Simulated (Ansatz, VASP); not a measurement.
**Ti3W2: VASP beside Ansatz**

```
Ti W
1.0
     5.30868    0.00000    0.00000
    -2.65434    4.59745    0.00000
     0.00000    0.00000    4.89755
Ti W
3 2
Direct
  0.50000 0.00000 0.50000
  0.00000 0.50000 0.50000
  0.50000 0.50000 0.50000
  0.00000 0.00000 0.26849
  0.00000 0.00000 0.73151
```

Alike in both runs: functional PBE; k mesh 12 × 12 × 8; occupations gaussian, width 0.1 eV; no spin polarisation.

Ansatz relaxed the structure, and its values are those at the end. VASP's run is a single point on that final structure, the one shown.

|  | VASP | Ansatz |
| --- | --- | --- |
| version | VASP 6.6.1 | Ansatz 0.2.0 |
| potentials or method | VASP PAW PBE potentials, release 64 (Ti_sv, W_sv), cutoff 520 eV | scalar-relativistic, plane waves, PAW |
| valence electrons in the cell | 64 | 64 |

|  | VASP | Ansatz | Ansatz less VASP |
| --- | --- | --- | --- |
| gap on the k mesh at the Fermi level (eV) | none | none | - |
| pressure (GPa) | 0.3 | 0.0 | -0.25 |
| rms of the force components (eV/Å) | 0.090 | 0.000 | -0.0898 |

A gap of «none» marks a metal or a gap that the smearing closes. The functional is the same, so the differences come from potentials, cutoffs and numerics.

Neither program's run includes spin-orbit coupling.
